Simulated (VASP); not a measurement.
Write the native input for VASP 6.6.1 that does the following.

| Item | Value |
| --- | --- |
| Task | single point |
| Functional | PBE-based screened hybrid with 25 % exact exchange |
| Potentials or basis | VASP PAW PBE potentials, release 64 (Hf_pv, Pd, Se, Br, O) |
| Cutoff | 520 eV |
| k mesh | 4 × 4 × 1 |
| Occupations | fermi-dirac, width 0.05 eV |
| Spin | no spin polarisation |
| Dipole correction | no |
| Grid for exact exchange (PRECFOCK) | Fast |
| Share of exact exchange | 0.25 |
| Further INCAR settings | ALGO = Normal; EDIFF = 1e-06; NBANDS = 53 |
| Screening parameter | 0.3 1/Å |

Crystal: Hf2Pd2Se2Br2O3.

```
Hf Pd Se Br O
1.0
     7.58666   -1.70971   -1.17576
     7.58666    1.70971   -1.17576
    -2.02446    0.00000   13.05155
Hf Pd Se Br O
2 2 2 2 3
Direct
  0.94514 0.94514 0.06144
  0.60628 0.60628 0.28309
  0.17920 0.17920 0.50964
  0.32286 0.32286 0.74307
  0.92232 0.92232 0.84566
  0.78991 0.78991 0.58800
  0.58645 0.58645 0.04520
  0.24604 0.24604 0.28651
  0.59701 0.59701 0.42127
  0.38554 0.38554 0.07302
  0.03094 0.03094 0.22169
```

The input as run:

POSCAR

```
Hf2Pd2Se2Br2O3
1.0
    7.5866600000     -1.7097100000     -1.1757600000
    7.5866600000      1.7097100000     -1.1757600000
   -2.0244600000      0.0000000000     13.0515500000
Hf Pd Se Br O
2 2 2 2 3
Direct
    0.9451400000      0.9451400000      0.0614400000
    0.6062800000      0.6062800000      0.2830900000
    0.1792000000      0.1792000000      0.5096400000
    0.3228600000      0.3228600000      0.7430700000
    0.9223200000      0.9223200000      0.8456600000
    0.7899100000      0.7899100000      0.5880000000
    0.5864500000      0.5864500000      0.0452000000
    0.2460400000      0.2460400000      0.2865100000
    0.5970100000      0.5970100000      0.4212700000
    0.3855400000      0.3855400000      0.0730200000
    0.0309400000      0.0309400000      0.2216900000
```

INCAR.step1

```
PREC = Accurate
ENCUT = 520
EDIFF = 1E-5
ISMEAR = -1
SIGMA = 0.05
LREAL = F
LASPH = T
NELM = 60
ALGO = Normal
ISIF = 2
LWAVE = T
NBANDS = 53
GGA = PE
LUSENCCL = F
```

INCAR.step2

```
PREC = Accurate
ENCUT = 520
EDIFF = 1E-6
ISMEAR = -1
SIGMA = 0.05
LREAL = F
LASPH = T
NELM = 60
ALGO = Normal
ISIF = 2
LWAVE = F
LCHARG = T
GGA = PE
LHFCALC = T
AEXX = 0.25
HFSCREEN = 0.3
PRECFOCK = Fast
LELF = T
LVHAR = T
NBANDS = 53
ISTART = 1
LUSENCCL = F
```

KPOINTS

```
regular mesh
0
Gamma
  4 4 1
```

Potentials or basis: VASP PAW PBE potentials, release 64 (Hf_pv, Pd, Se, Br, O).

Command:

```console
$ cat potpaw_PBE.64/Hf_pv/POTCAR potpaw_PBE.64/Pd/POTCAR potpaw_PBE.64/Se/POTCAR potpaw_PBE.64/Br/POTCAR potpaw_PBE.64/O/POTCAR > POTCAR
$ cp INCAR.step1 INCAR
$ mpirun -np 1 vasp_std > vasp.out
$ cp INCAR.step2 INCAR
$ mpirun -np 1 vasp_std > vasp.out
```

It gave:

The pressure is -2.1 GPa. The largest force is 0.806 eV/Å and the band gap on the k mesh is 1.59 eV (least direct gap 1.61 eV).

Caveat: the k points lie up to 0.48 Å⁻¹ apart; the PAW data sets were made with another functional, which shifts forces and pressure a little; spin-orbit coupling is left out, which moves the levels of the heavy elements; an odd mesh through Γ misses points on the zone boundary, where band edges can lie.

Wall time 21 min on 1 × NVIDIA H100 80GB with 1 thread of AMD EPYC 7R13 Processor (Zen 3), on a shared host, peak memory 1.7 GiB.
